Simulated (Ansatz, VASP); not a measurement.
One calculation of Ta4C3, two programs

File INCAR:

```
SYSTEM = Ta4C3
PREC = Accurate ; ENCUT = 520
EDIFF = 1E-6 ; ISMEAR = 0
SIGMA = 0.15 ; LREAL = .FALSE.
LASPH = .TRUE. ; NELM = 80
ALGO = Normal ; ISIF = 2
LWAVE = .FALSE. ; LCHARG = .FALSE.
GGA = PS ; NBANDS = 69
```

The input KPOINTS:

```
Automatic mesh
0
G
  9 9 5
  0 0 0
```

File POSCAR:

```
Ta4C3
1.0
    0.0000000000     -4.4026022057      0.0000000000
    0.0000000000      0.0000000000     -4.4026022057
   10.3052044115      0.0000000000      0.0000000000
Ta C
8 6
Direct
    0.5000000000      0.5000000000      0.7476371698
    0.5000000000      0.5000000000      0.3204159299
    1.0000000000      0.5000000000      0.1068053100
    1.0000000000      0.5000000000      0.5340265498
    0.5000000000      1.0000000000      0.1068053100
    0.5000000000      1.0000000000      0.5340265498
    0.0000000000      0.0000000000      0.3204159299
    0.0000000000      0.0000000000      0.7476371698
    0.0000000000      1.0000000000      0.1068053100
    0.0000000000      1.0000000000      0.5340265498
    0.5000000000      1.0000000000      0.7476371698
    0.5000000000      1.0000000000      0.3204159299
    0.0000000000      0.5000000000      0.7476371698
    0.0000000000      0.5000000000      0.3204159299
```

Input for Ansatz:

```yaml
crystal:
  lattice:
    - [0.0, -4.4026022057, 0.0]
    - [0.0, 0.0, -4.4026022057]
    - [10.3052044115, 0.0, 0.0]
  atoms:
    - { symbol: Ta, position: [0.5, 0.5, 0.7476371698] }
    - { symbol: Ta, position: [0.5, 0.5, 0.3204159299] }
    - { symbol: Ta, position: [1.0, 0.5, 0.10680531] }
    - { symbol: Ta, position: [1.0, 0.5, 0.5340265498] }
    - { symbol: Ta, position: [0.5, 1.0, 0.10680531] }
    - { symbol: Ta, position: [0.5, 1.0, 0.5340265498] }
    - { symbol: Ta, position: [0.0, 0.0, 0.3204159299] }
    - { symbol: Ta, position: [0.0, 0.0, 0.7476371698] }
    - { symbol: C, position: [0.0, 1.0, 0.10680531] }
    - { symbol: C, position: [0.0, 1.0, 0.5340265498] }
    - { symbol: C, position: [0.5, 1.0, 0.7476371698] }
    - { symbol: C, position: [0.5, 1.0, 0.3204159299] }
    - { symbol: C, position: [0.0, 0.5, 0.7476371698] }
    - { symbol: C, position: [0.0, 0.5, 0.3204159299] }
basis:
  ecutwfc: 420
kpoints:
  mp_grid: { grid: [9, 9, 5] }
hamiltonian:
  xc: pbesol
scf:
  occupations: { method: gaussian, width: 0.15 }
output:
  forces: true
  stress: true
  eigenvalues: true
```

Alike in both runs: task single point; functional PBEsol; k mesh 9 × 9 × 5; occupations gaussian, width 0.15 eV; no spin polarisation.

|  | VASP | Ansatz |
| --- | --- | --- |
| version | VASP 6.6.1 | Ansatz 0.2.0 |
| potentials or method | VASP PAW PBE potentials, release 64 (Ta_pv, C), cutoff 520 eV | scalar-relativistic, plane waves, PAW |
| valence electrons in the cell | 112 | 128 |

Ansatz gave:

```
gap on the k mesh at the Fermi level (eV)                     : none
pressure (GPa)                                                : -9.4
traceless stress, the component that is largest in VASP (GPa) : -2.79
rms of the force components (eV/Å)                            : 0.673
```

**Question.** Which values does VASP return?

**Answer.** gap on the k mesh at the Fermi level (eV): none; pressure (GPa): -8.9; traceless stress, the component that is largest in VASP (GPa): -2.92; rms of the force components (eV/Å): 0.675.

VASP's potentials were made for PBE, not for PBEsol. Atom by atom the forces differ by 0.008 eV/Å (rms over components). A gap of «none» marks a metal or a gap that the smearing closes. The functional is the same, so the differences come from potentials, cutoffs and numerics. VASP's potentials hold 112 valence electrons a cell and Ansatz's 128, so a difference there can come from the potentials and not from the codes.

Spin-orbit coupling is off throughout.
